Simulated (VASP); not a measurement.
Set up this calculation in VASP 6.6.1, as the native input.

```yaml
Task: relaxation of cell and atoms
Functional: PBE
Potentials_or_basis: VASP PAW PBE potentials, release 64 (Al, In_d, Sb, As)
Cutoff: 600 eV
k_mesh: 4 × 4 × 2
Occupations: gaussian, width 0.1 eV
Spin: no spin polarisation
Dipole_correction: no
Further_INCAR_settings: ALGO = Normal; EDIFF = 1e-07; IBRION = 2; EDIFFG = -0.04; NSW = 90; ISIF = 3
```

The structure of AlIn2Sb2As lies in POSCAR:

```
AlIn2Sb2As
1.0
    4.2642510700      0.0000000000      0.0000000000
    0.0000000000      4.2642510700      0.0000000000
    0.0000000000      0.0000000000      7.5398768800
Al In Sb As
1 2 2 1
Direct
    0.5000000000      0.5000000000      0.0000000000
    0.0000000000      0.5000000000      0.0000000000
    0.5000000000      0.0000000000      0.0000000000
    0.0000000000      0.0000000000      0.2425250000
    0.0000000000      0.0000000000      0.7574750000
    0.5000000000      0.5000000000      0.5000000000
```

The cell was built from a structure type or drawn by symmetry, and may not be a known phase.

These files were run (other wordings do the same):

INCAR

```
SYSTEM = AlIn2Sb2As
  PREC = Accurate
  ENCUT = 600
  EDIFF = 1E-7
  ISMEAR = 0
  SIGMA = 0.1
  LREAL = .FALSE.
  LASPH = .TRUE.
  NELM = 100
  ALGO = Normal
  ISIF = 3
  LWAVE = .FALSE.
  LCHARG = .FALSE.
  GGA = PE
  IBRION = 2
  NSW = 90
  EDIFFG = -0.04
```

KPOINTS

```
regular mesh
0
G
  4 4 2
  0 0 0
```

Potentials or basis: VASP PAW PBE potentials, release 64 (Al, In_d, Sb, As).

The run is started by

```sh
$ cat potpaw_PBE.64/Al/POTCAR potpaw_PBE.64/In_d/POTCAR potpaw_PBE.64/Sb/POTCAR potpaw_PBE.64/As/POTCAR > POTCAR
$ mpirun -np 1 vasp_std > vasp.out
```

It gave:

```
Relaxed volume                        : 30.11 Å³/atom
Relaxed cell                          : a = 5.388 Å, b = 5.388 Å, c = 6.224 Å, α = 90.00°, β = 90.00°, γ = 90.00°
Space group after relaxing (to 0.1 Å) : P4/mmm (No. 123)
Energy gained by relaxing             : 1446.6 meV/atom
Ionic steps                           : 11
Pressure after relaxing               : 0.1 GPa
Largest force after relaxing          : 0.027 eV/Å
Band gap on the k mesh                : zero (bands 22 and 23 overlap by 1.50 eV)
```

Caveat: the k points lie up to 0.50 Å⁻¹ apart in the final cell, too coarse for converged energies and pressures of a metal; the volume moved by over 15 % at a fixed basis, so the end points are rough; spin-orbit coupling is left out, which moves the levels of the heavy elements.

It took 4.5 min on 1 thread of Intel(R) Xeon(R) 6975P-C (Granite Rapids), on a shared host, peak memory 0.31 GiB.
